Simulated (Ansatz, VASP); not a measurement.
# Two plane-wave programs on InH2F3

```xyz
6
Lattice="2.9633 1.7109 2.4527 -2.9633 1.7109 2.4527 0.0000 -3.4218 2.4527" Properties=species:S:1:pos:R:3 pbc="T T T"
In    0.0000    0.0000    3.6790
H     0.0000    0.0000    0.3736
H     0.0000    0.0000    6.9845
F     1.4817   -0.8554    2.4527
F    -1.4817   -0.8554    2.4527
F     0.0000    1.7109    2.4527
```

Alike in both runs: functional PBE; k mesh 6 × 6 × 6; no spin polarisation.

Ansatz relaxed the structure, and its values are those at the end. VASP's run is a single point on that final structure, the one shown.

|  | VASP | Ansatz |
| --- | --- | --- |
| version | VASP 6.6.1 | Ansatz 0.2.0 |
| potentials or method | VASP PAW PBE potentials, release 64 (In_d, H, F), cutoff 520 eV | scalar-relativistic, plane waves, PAW |
| occupations | gaussian, width 0.01 eV | fixed |
| valence electrons in the cell | 36 | 36 |

Ansatz gave:

```
gap on the k mesh at the Fermi level (eV) : 3.83
least direct gap on the mesh (eV)         : 4.28
pressure (GPa)                            : 0.0
rms of the force components (eV/Å)        : 0.000
```

**Question.** Estimate VASP's values.

**Answer.** gap on the k mesh at the Fermi level (eV): 3.81; least direct gap on the mesh (eV): 4.26; pressure (GPa): 0.1; rms of the force components (eV/Å): 0.004.
